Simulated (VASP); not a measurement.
Input of a VASP 6.6.1 run:

Contents of INCAR:

```
PREC     = Accurate       # precision mode
ENCUT    = 600            # plane-wave cutoff, eV
EDIFF    = 1E-6           # SCF threshold, eV
ISMEAR   = -1             # smearing method
SIGMA    = 0.05           # smearing width, eV
LREAL    = False          # projectors in reciprocal space
LASPH    = True           # aspherical terms in the spheres
NELM     = 200            # most SCF steps
ALGO     = Normal         # electronic algorithm
ISIF     = 2              # what is computed and relaxed
LWAVE    = False          # write WAVECAR
LCHARG   = False          # write CHGCAR
ISPIN    = 2              # spin polarisation
MAGMOM   = 1 0            # initial moments
LORBIT   = 11             # projections on sites
LMAXMIX  = 4              # l up to which the mixer works
GGA      = PE             # functional
NBANDS   = 19             # bands
GGA_COMPAT= False
```

Contents of KPOINTS:

```
Automatic mesh
0
Gamma
  19 19 19
```

File POSCAR:

```
NiO
1.0
    0.0000000000      2.0859016414      2.0859016414
    2.0859016414      0.0000000000      2.0859016414
    2.0859016414      2.0859016414      0.0000000000
Ni O
1 1
Direct
    0.0000000000      0.0000000000      0.0000000000
    0.5000000000      0.5000000000      0.5000000000
```

Potentials or basis: VASP PAW PBE potentials, release 64 (Ni, O).

The run is started by

```sh
$ cat potpaw_PBE.64/Ni/POTCAR potpaw_PBE.64/O/POTCAR > POTCAR
$ mpirun -np 1 vasp_std > vasp.out
```

**Question.** Predict the site moments.

**Answer.** Ni +1.39; O +0.25 μB.

**Question.** What does it give for the pressure?

**Answer.** 5.0 GPa.

**Question.** Estimate the net moment.

**Answer.** 1.68 μB per cell.

Caveat: a cell with one magnetic atom can't hold antiferromagnetic order, which such compounds often take.
